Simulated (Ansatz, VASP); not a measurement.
**PbSe in VASP and in Ansatz**

```
Pb Se
1.0
     3.88266    0.00000    0.00000
     0.00000    3.88266    0.00000
     0.00000    0.00000    3.88266
Pb Se
1 1
Direct
  0.00000 0.00000 0.00000
  0.50000 0.50000 0.50000
```

Alike in both runs: task single point; functional LDA; k mesh 6 × 6 × 6; occupations fermi-dirac, width 0.05 eV; no spin polarisation.

|  | VASP | Ansatz |
| --- | --- | --- |
| version | VASP 6.6.1 | Ansatz 0.2.0 |
| potentials or method | VASP PAW LDA potentials, release 64 (Pb_d, Se), cutoff 500 eV | plane waves, PAW |
| valence electrons in the cell | 20 | 30 |

|  | VASP | Ansatz | Ansatz less VASP |
| --- | --- | --- | --- |
| pressure (GPa) | -7.2 | -7.2 | -0.03 |

LDA's correlation is that of Perdew and Zunger in VASP and of Perdew and Wang (1992) in Ansatz. VASP's potentials hold 20 valence electrons a cell and Ansatz's 30, so a difference there can come from the potentials and not from the codes.

Neither program's run includes spin-orbit coupling.
